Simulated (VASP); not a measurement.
# HfC in VASP: further runs

Runs on HfC. Level: r2SCAN. Tasks: single point.

Program: VASP 6.6.1. These are calculated values, not measurements. Logs are shortened: lines on timing, memory, paths and dates and some standing lists are left out, and cuts for length are marked.

**1. The cell of the first run**

The typed cell holds 2 atoms: a = 3.200 Å, b = 3.200 Å, c = 3.259 Å, α = 60.58°, β = 60.58°, γ = 90.00°.

**2. Single point, r2SCAN**

The input, POSCAR:

```
HfC
1.0
    3.1999393686     -0.0000000743      0.0006895632
   -0.0000000743      3.1999393686      0.0006895632
    1.6004850149      1.6004850149      2.3452500539
Hf C
1 1
Direct
    0.0000000000      0.0000000000      0.0000000000
    0.5000000000      0.5000000000      0.0000000000
```

The input, INCAR.step1:

```
SYSTEM = HfC
PREC = Accurate ; ENCUT = 520
ISMEAR = 0 ; SIGMA = 0.1
LREAL = .FALSE. ; LASPH = .TRUE.
NELM = 80 ; NBANDS = 14
ISYM = 0 ; GGA = PE
ALGO = Normal ; EDIFF = 1E-4
LWAVE = .TRUE. ; LCHARG = .FALSE.
```

The input, INCAR.step2:

```
SYSTEM = HfC
PREC = Accurate ; ENCUT = 520
EDIFF = 1E-7 ; ISMEAR = 0
SIGMA = 0.1 ; LREAL = .FALSE.
LASPH = .TRUE. ; NELM = 80
ALGO = Normal ; ISIF = 2
LWAVE = .FALSE. ; LCHARG = .FALSE.
METAGGA = R2SCAN ; LMIXTAU = .TRUE.
NBANDS = 14 ; ISYM = 0
ISTART = 1
```

The input, KPOINTS:

```
regular mesh
0
G
  11 11 14
  0 0 0
```

Potentials or basis: VASP PAW PBE potentials, release 64 (Hf_pv, C).

Launch:

```bash
> cat potpaw_PBE.64/Hf_pv/POTCAR potpaw_PBE.64/C/POTCAR > POTCAR
> cp INCAR.step1 INCAR
> mpirun -np 1 vasp_std > vasp.out
> cp INCAR.step2 INCAR
> mpirun -np 1 vasp_std > vasp.out
```

OUTCAR:

```text
SYSTEM = HfC
   PREC = Accurate
   ENCUT = 520
   EDIFF = 1E-7
   ISMEAR = 0
   LREAL = .FALSE.
   LASPH = .TRUE.
   NELM = 80
   ISIF = 2
   METAGGA = R2SCAN
   ISYM = 0
   ISTART = 1

 ion  position               nearest neighbor table
   1  0.000  0.000  0.000-   2 2.26   2 2.26   2 2.26   2 2.26   2 2.34   2 2.34
   2  0.500  0.500  0.000-   1 2.26   1 2.26   1 2.26   1 2.26   1 2.34   1 2.34

IMPORTANT INFORMATION: All symmetrisations will be switched off!
NOSYMM: (Re-)initialisation of all symmetry stuff for point group C_1.

----------------------------------------------------------------------------------------

                                     Primitive cell

  volume of cell :      24.0074

  direct lattice vectors                    reciprocal lattice vectors
     3.199939369 -0.000000074  0.000689563     0.312551892  0.000045978 -0.213328300
    -0.000000074  3.199939369  0.000689563     0.000045978  0.312551892 -0.213328300
     1.600485015  1.600485015  2.345250054    -0.000091912 -0.000091912  0.426519213

  length of vectors
     3.199939443  3.199939443  3.259340789     0.378414654  0.378414654  0.426519233

  position of ions in fractional coordinates (direct lattice)
     0.000000000  0.000000000  0.000000000
     0.500000000  0.500000000  0.000000000

  ion indices of the primitive-cell ions
   primitive index   ion index
                 1           1
                 2           2

----------------------------------------------------------------------------------------

 KPOINTS: regular mesh

Automatic generation of k-mesh.
 Grid dimensions read from file:
 generate k-points for:   11   11   14

 Generating k-lattice:

  Cartesian coordinates                     Fractional coordinates (reciprocal lattice)
     0.028413808  0.000004180 -0.019393482     0.090909091 -0.000000000 -0.000000000
     0.000004180  0.028413808 -0.019393482    -0.000000000  0.090909091 -0.000000000
    -0.000006565 -0.000006565  0.030465658     0.000000000  0.000000000  0.071428571

  Length of vectors
     0.034401332  0.034401332  0.030465659

  Shift w.r.t. Gamma in fractional coordinates (k-lattice)
     0.000000000  0.000000000  0.000000000

 Subroutine IBZKPT returns following result:
 ===========================================

 Found    848 irreducible k-points:

 Following reciprocal coordinates:
            Coordinates               Weight
  0.000000  0.000000  0.000000      1.000000
  0.090909  0.000000  0.000000      2.000000
 -0.000000 -0.090909 -0.000000      2.000000
  0.181818  0.000000  0.000000      2.000000
 -0.000000 -0.181818 -0.000000      2.000000
  0.272727  0.000000  0.000000      2.000000
[... 16 lines left out ...]
 -0.363636  0.090909 -0.000000      2.000000
 -0.090909  0.363636  0.000000      2.000000
 [... further k-points ...]
   k-points           NKPTS =    848   k-points in BZ     NKDIM =    848   number of bands    NBANDS=     14
   number of dos      NEDOS =    301   number of ions     NIONS =      2
   total plane-waves  NPLWV =  13824
   dimension x,y,z NGX =    24 NGY =   24 NGZ =   24
   dimension x,y,z NGXF=    48 NGYF=   48 NGZF=   48
   ions per type =               1   1
   NGX,Y,Z   is equivalent  to a cutoff of  12.47, 12.47, 12.24 a.u.
   NGXF,Y,Z  is equivalent  to a cutoff of  24.94, 24.94, 24.48 a.u.
 SYSTEM =  HfC
   PREC   = accura    normal or accurate (medium, high low for compatibility)
   ISTART =      1    job   : 0-new  1-cont  2-samecut
   ICHARG =      0    charge: 1-file 2-atom 10-const
   ISPIN  =      1    spin polarized calculation?
   LNONCOLLINEAR =      F non collinear calculations
   LSORBIT =      F    spin-orbit coupling
   LASPH  =      T    aspherical Exc in radial PAW
   ENCUT  =  520.0 eV  38.22 Ry    6.18 a.u.   5.95  5.95  6.06*2*pi/ulx,y,z
   NELM   =     80;   NELMIN=  2; NELMDL=  0     # of ELM steps
   EDIFF  = 0.1E-06   stopping-criterion for ELM
   LREAL  =      F    real-space projection
   EDIFFG = 0.1E-05   stopping-criterion for IOM
   NSW    =      0    number of steps for IOM
   IBRION =     -1    ionic relax: 0-MD 1-quasi-New 2-CG
   NFREE  =      0    steps in history (QN), initial steepest desc. (CG)
   ISIF   =      2    stress and relaxation
   ISYM   =      0    0-nonsym 1-usesym 2-fastsym
   POTIM  = 0.5000    time-step for ionic-motion
   TEBEG  =    0.0;   TEEND  =   0.0 temperature during run
   PSTRESS=    0.0 pullay stress
   NELECT =      14.0000    total number of electrons
   NUPDOWN=      -1.0000    fix difference up-down
   EMIN   =  10.00;   EMAX   =-10.00  energy-range for DOS
   EFERMI =   0.00;   METHOD = LEGACY
   ISMEAR =     0;   SIGMA  =   0.10  broadening in eV -4-tet -1-fermi 0-gaus
   EFERMI_NEDOS =   21; number of points for ismear=-14 and -15
   IALGO  =     38    algorithm
   IMIX   =      4    mixing-type and parameters
     AMIX     =   0.40;   BMIX     =  1.00
     AMIX_MAG =   1.60;   BMIX_MAG =  1.00
  volume/ion in A,a.u.               =      12.00        81.00
  Fermi-wavevector in a.u.,A,eV,Ry     =   1.367737  2.584648 25.452474  1.870704
  Thomas-Fermi vector in A             =   2.493763
   LORBIT       =      0    0 simple, 1 ext, 2 COOP (PROOUT), +10 PAW based schemes
   METAGGA = R2SCAN    functional components
   LHFCALC =     F    Hartree Fock is set to
   AEXX    =    0.0000 exact exchange contribution
   IVDW    =     0    specifies the selected vdW correction
   LEPSILON=     F    determine dielectric tensor
   LRPA    =     F    only Hartree local field effects (RPA)
 non-spin polarized calculation
 Gauss-broadening in eV      SIGMA  =   0.10
  energy-cutoff  :      520.00
  volume of cell :       24.01
 maximum number of plane-waves:       661
   NGX = 11   NGY = 11   NGZ = 13

 number of electron      14.0000001 magnetization

 Free energy of the ion-electron system (eV)
  ---------------------------------------------------
  ext. energy  EPLUGINS =         0.00000000
  ---------------------------------------------------
  free energy    TOTEN  =       -57.28561323 eV

  energy without entropy =      -57.28407425  energy(sigma->0) =      -57.28484374

 E-fermi :   6.2853     XC(G=0): -13.3577

 val. band max:        6.2826387217   @ k =   0.0000   0.0000   0.5000
 cond. band min:       6.2864038512   @ k =  -0.4545  -0.4545   0.0714
 fundamental gap:      0.0037651295
 Fermi energy:         6.2852539162

 k-point     1 :       0.0000    0.0000    0.0000
  band No.  band energies     occupation
      1     -24.2970      2.00000
      2     -24.2492      2.00000
      3     -24.2489      2.00000
      4      -7.0252      2.00000
      5       7.1438      0.00000
      6       7.3505      0.00000
      7       7.3507      0.00000
      8       7.6224      0.00000
      9       8.0511      0.00000
     10       8.0512      0.00000
     11       9.5971      0.00000
     12      10.1899      0.00000
     13      14.4134      0.00000
     14      18.1575      0.00000

 k-point     2 :       0.0909    0.0000    0.0000
  band No.  band energies     occupation
      1     -24.3424      2.00000
      2     -24.2819      2.00000
      3     -24.2534      2.00000
      4      -6.7979      2.00000
      5       6.0155      1.99986
      6       6.2664      1.21069
      7       6.4445      0.02435
      8       8.1598      0.00000
      9       8.3808      0.00000
     10       8.6582      0.00000
     11      10.6237      0.00000
     12      11.2347      0.00000
     13      14.8876      0.00000
     14      18.7825      0.00000

 k-point     3 :      -0.0000   -0.0909   -0.0000
  band No.  band energies     occupation
      1     -24.3424      2.00000
      2     -24.2819      2.00000
      3     -24.2534      2.00000
      4      -6.7979      2.00000
      5       6.0155      1.99986
      6       6.2664      1.21069
      7       6.4445      0.02436
      8       8.1598      0.00000
      9       8.3808      0.00000
     10       8.6582      0.00000
     11      10.6237      0.00000
     12      11.2347      0.00000
     13      14.8876      0.00000
     14      18.7825      0.00000

 k-point     4 :       0.1818    0.0000    0.0000
  band No.  band energies     occupation
      1     -24.5192      2.00000
      2     -24.3100      2.00000
      3     -24.2650      2.00000
      4      -6.1569      2.00000
      5       4.3038      2.00000
      6       5.0123      2.00000
      7       5.1680      2.00000
      8       8.8908      0.00000
      9       9.0314      0.00000
     10       9.2180      0.00000
     11      12.5252      0.00000
     12      13.2181      0.00000
     13      15.9564      0.00000
     14      19.2982      0.00000

 k-point     5 :      -0.0000   -0.1818   -0.0000
  band No.  band energies     occupation
      1     -24.5192      2.00000
      2     -24.3100      2.00000
      3     -24.2650      2.00000
      4      -6.1569      2.00000
      5       4.3038      2.00000
      6       5.0123      2.00000
      7       5.1680      2.00000
      8       8.8908      0.00000
      9       9.0314      0.00000
     10       9.2180      0.00000
     11      12.5252      0.00000
     12      13.2181      0.00000
     13      15.9564      0.00000
     14      19.2982      0.00000

 k-point     6 :       0.2727    0.0000    0.0000
  band No.  band energies     occupation
      1     -24.7489      2.00000
      2     -24.3387      2.00000
      3     -24.2800      2.00000
      4      -5.2108      2.00000
      5       2.5990      2.00000
      6       3.9899      2.00000
      7       4.1108      2.00000
      8       9.8348      0.00000
      9       9.9558      0.00000
     10       9.9870      0.00000
     11      14.5691      0.00000
     12      15.3991      0.00000
     13      16.7448      0.00000
     14      19.2979      0.00000

 k-point     7 :      -0.0000   -0.2727    0.0000
  band No.  band energies     occupation
      1     -24.7489      2.00000
      2     -24.3387      2.00000
      3     -24.2800      2.00000
      4      -5.2108      2.00000
      5       2.5990      2.00000
      6       3.9899      2.00000
      7       4.1108      2.00000
      8       9.8348      0.00000
      9       9.9558      0.00000
     10       9.9870      0.00000
     11      14.5691      0.00000
     12      15.3991      0.00000
     13      16.7448      0.00000
     14      19.2979      0.00000
[... 205 lines left out ...]
 k-point    20 :      -0.0909   -0.4545    0.0000
  band No.  band energies     occupation
      1     -25.0585      2.00000
      2     -24.4022      2.00000
      3     -24.3411      2.00000
      4      -3.1821      2.00000
      5      -0.0182      2.00000
      6       2.9935      2.00000
      7       3.0880      2.00000
      8      11.4363      0.00000
      9      12.1047      0.00000
     10      12.5033      0.00000
     11      14.6034      0.00000
     12      18.0039      0.00000
     13      18.5775      0.00000
     14      19.2976      0.00000

 k-point    21 :      -0.4545    0.0909   -0.0000
  band No.  band energies     occupation
      1     -25.0241      2.00000
      2     -24.3994      2.00000
      3     -24.3348      2.00000
      4      -3.5043      2.00000
      5       0.3611      2.00000
      6       3.0504      2.00000
      7       3.2552      2.00000
      8      10.3996      0.00000
      9      12.2707      0.00000
     10      12.6206      0.00000
     11      14.8816      0.00000
     12      16.8925      0.00000
     13      18.9059      0.00000
     14      19.2974      0.00000

 k-point    22 :      -0.0909    0.4545    0.0000
  band No.  band energies     occupation
      1     -25.0241      2.00000
      2     -24.3994      2.00000
      3     -24.3348      2.00000
      4      -3.5043      2.00000
      5       0.3611      2.00000
      6       3.0504      2.00000
      7       3.2552      2.00000
      8      10.3996      0.00000
      9      12.2707      0.00000
     10      12.6206      0.00000
     11      14.8816      0.00000
     12      16.8925      0.00000
     13      18.9059      0.00000
     14      19.2974      0.00000

 k-point    23 :      -0.3636    0.0909   -0.0000
  band No.  band energies     occupation
      1     -24.8849      2.00000
      2     -24.3849      2.00000
      3     -24.3174      2.00000
      4      -4.4213      2.00000
      5       1.4709      2.00000
      6       3.4234      2.00000
      7       3.8202      2.00000
      8       9.2482      0.00000
      9      11.5013      0.00000
     10      11.5959      0.00000
     11      14.9053      0.00000
     12      16.0906      0.00000
     13      17.9974      0.00000
     14      19.2975      0.00000

 k-point    24 :      -0.0909    0.3636    0.0000
  band No.  band energies     occupation
      1     -24.8849      2.00000
      2     -24.3849      2.00000
      3     -24.3174      2.00000
      4      -4.4213      2.00000
      5       1.4709      2.00000
      6       3.4234      2.00000
      7       3.8202      2.00000
      8       9.2482      0.00000
      9      11.5013      0.00000
     10      11.5959      0.00000
     11      14.9053      0.00000
     12      16.0906      0.00000
     13      17.9974      0.00000
     14      19.2975      0.00000

 [... further k-points ...]
[... 5 lines left out ...]
  --------------------------------------------------------------------------------------
  -------------------------------------------------------------------------------------
  Total        2.4007376      2.4007375     -0.1450213      0.0031729     -0.0006241     -0.0006244
  in kB      160.2176577    160.2176489     -9.6782625      0.2117516     -0.0416498     -0.0416733
  external PRESSURE =     103.5856813 kB  Pullay stress =       0.0000000 kB

 VOLUME and BASIS-vectors are now :
 -----------------------------------------------------------------------------
  energy-cutoff  :      520.00
  volume of cell :       24.01
      direct lattice vectors                 reciprocal lattice vectors
     3.199939369 -0.000000074  0.000689563     0.312551892  0.000045978 -0.213328300
    -0.000000074  3.199939369  0.000689563     0.000045978  0.312551892 -0.213328300
     1.600485015  1.600485015  2.345250054    -0.000091912 -0.000091912  0.426519213

 POSITION                                       TOTAL-FORCE (eV/Angst)
 -----------------------------------------------------------------------------------
      0.00000      0.00000      0.00000        -0.000019      0.000000      0.000000
      1.59997      1.59997      0.00069         0.000019     -0.000000     -0.000000
 -----------------------------------------------------------------------------------
    total drift:                               -0.000000      0.000000     -0.000000

  FREE ENERGIE OF THE ION-ELECTRON SYSTEM (eV)
  ---------------------------------------------------
  free  energy   TOTEN  =       -57.2856132282 eV

  energy  without entropy=      -57.2840742473  energy(sigma->0) =      -57.28484374
```

Run time: 23 min. Hardware: 1 thread of Oxide Virtual Turin-like, shared host; peak memory 0.37 GiB.

What came out:

```yaml
Free_energy: -57.2856 eV
Pressure: 10.4 GPa
Band_gap_on_the_k_mesh: zero (bands 7 and 8 overlap by 1.62 eV)
```

Caveat: the stress differs along the axes, from -1 to 16 GPa; the PAW data sets were made with another functional, which shifts forces and pressure a little; spin-orbit coupling is left out, which moves the levels of the heavy elements.

**3. Single point, r2SCAN**

This run uses another cell than the first one, of 12.24 Å³/atom.

The input, POSCAR:

```
HfC
1.0
    3.1999394429      0.0000000000      0.0000000000
    0.0000000000      3.1999394429      0.0000000000
    1.5999697215      1.5999697215      2.3915796664
Hf C
1 1
Direct
    0.0000000000      0.0000000000      0.0000000000
    0.5000000000      0.5000000000      0.0000000000
```

The input, INCAR.step1:

```
  PREC = Accurate
  ENCUT = 520
  ISMEAR = 0
  SIGMA = 0.1
  LREAL = F
  LASPH = T
  NELM = 80
  ISYM = 0
  NBANDS = 14
  GGA = PE
  ALGO = Normal
  EDIFF = 1E-4
  LWAVE = T
  LCHARG = F
```

The input, INCAR.step2:

```
  PREC = Accurate
  ENCUT = 520
  EDIFF = 1E-6
  ISMEAR = 0
  SIGMA = 0.1
  LREAL = F
  LASPH = T
  NELM = 80
  ALGO = Normal
  ISIF = 2
  LWAVE = F
  LCHARG = F
  METAGGA = R2SCAN
  LMIXTAU = T
  ISYM = 0
  NBANDS = 14
  ISTART = 1
```

The input, KPOINTS:

```
regular mesh
0
Gamma
  11 11 14
```

Potentials or basis: VASP PAW PBE potentials, release 64 (Hf_pv, C).

Launch:

```bash
> cat potpaw_PBE.64/Hf_pv/POTCAR potpaw_PBE.64/C/POTCAR > POTCAR
> cp INCAR.step1 INCAR
> mpirun -np 1 vasp_std > vasp.out
> cp INCAR.step2 INCAR
> mpirun -np 1 vasp_std > vasp.out
```

It took 24 min on 1 thread of Oxide Virtual Turin-like, shared host; peak memory 0.36 GiB.

It converged, with:

```
Free energy            : -57.2689 eV
Pressure               : 5.7 GPa
Band gap on the k mesh : zero (bands 7 and 8 overlap by 1.66 eV)
```

Stress tensor (GPa, compression positive):
```
13.54  0.00  0.08
 0.00 13.54  0.08
 0.08  0.08 -9.98
```

Levels at points of the mesh, in eV from the Fermi level:
```
           k point  band 3  band 4  band 5  band 6  band 7  band 8  band 9  band 10  band 11  band 12
(0.00, 0.00, 0.00)  -30.61  -13.21    0.80    1.09    1.09    1.20    1.85     1.85     3.01     3.98
(0.00, 0.00, 0.50)  -30.82  -11.40   -3.21   -1.67    0.06    0.06    5.59     7.22     7.22     9.03
```

Caveat: the stress differs along the axes, from -10 to 14 GPa; the PAW data sets were made with another functional, which shifts forces and pressure a little; spin-orbit coupling is left out, which moves the levels of the heavy elements.

The gap in the log of VASP goes by the Fermi energy; the results here count the filled bands.